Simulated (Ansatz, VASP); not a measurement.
Pb in VASP and in Ansatz

POSCAR

```
Pb
1.0
    3.4800006906      0.0000000000      0.0000000000
   -1.7400003453      3.0137690032      0.0000000000
    0.0000000000      0.0000000000      5.5341000000
Pb
2
Direct
    0.3333333333      0.6666666667      0.2500000000
    0.6666666667      0.3333333333      0.7500000000
```

File INCAR.step1:

```
SYSTEM = Pb
PREC = Accurate
ENCUT = 520
ISMEAR = 0
SIGMA = 0.15
LREAL = .False.
LASPH = .True.
NELM = 60
NBANDS = 21
GGA = PE
ALGO = Normal
EDIFF = 1E-4
LWAVE = .True.
LCHARG = .False.
```

The input INCAR.step2:

```
SYSTEM = Pb
PREC = Accurate
ENCUT = 520
EDIFF = 1E-7
ISMEAR = 0
SIGMA = 0.15
LREAL = .False.
LASPH = .True.
NELM = 60
ALGO = Normal
ISIF = 2
LWAVE = .False.
LCHARG = .False.
METAGGA = R2SCAN
LMIXTAU = .True.
NBANDS = 21
ISTART = 1
```

Contents of KPOINTS:

```
Automatic mesh
0
Gamma
  18 18 10
  0 0 0
```

Input for Ansatz:

```yaml
crystal:
  lattice:
    - [3.4800006906, 0.0, 0.0]
    - [-1.7400003453, 3.0137690032, 0.0]
    - [0.0, 0.0, 5.5341]
  atoms:
    - { symbol: Pb, position: [0.3333333333, 0.6666666667, 0.25] }
    - { symbol: Pb, position: [0.6666666667, 0.3333333333, 0.75] }
basis:
  ecutwfc: 500
kpoints:
  mp_grid: { grid: [18, 18, 10] }
hamiltonian:
  xc: r2scan
scf:
  occupations: { method: gaussian, width: 0.15 }
output:
  forces: true
  stress: true
  eigenvalues: true
```

Change from the starting cell: strain -0.0100 x Voigt [0, 0, 1, 0, 0, 0], atoms carried along.

Alike in both runs: task single point; functional r2SCAN; k mesh 18 × 18 × 10; occupations gaussian, width 0.15 eV; no spin polarisation.

```csv
,VASP,Ansatz
version,VASP 6.6.1,Ansatz 0.2.0
potentials or method,"VASP PAW PBE potentials, release 64 (Pb_d), cutoff 520 eV","scalar-relativistic, plane waves, PAW"
valence electrons in the cell,28,28
```

Ansatz gave:

| Property | Result |
| --- | --- |
| gap on the k mesh at the Fermi level (eV) | none |
| pressure (GPa) | 3.4 |
| traceless stress, the component that is largest in VASP (GPa) | 1.69 |

**Question.** What did VASP give for the same quantities?

**Answer.** gap on the k mesh at the Fermi level (eV): none; pressure (GPa): 3.4; traceless stress, the component that is largest in VASP (GPa): 1.70.

VASP's potentials were made for PBE, not for r2SCAN. A gap of «none» marks a metal or a gap that the smearing closes.

Spin-orbit coupling is off throughout.
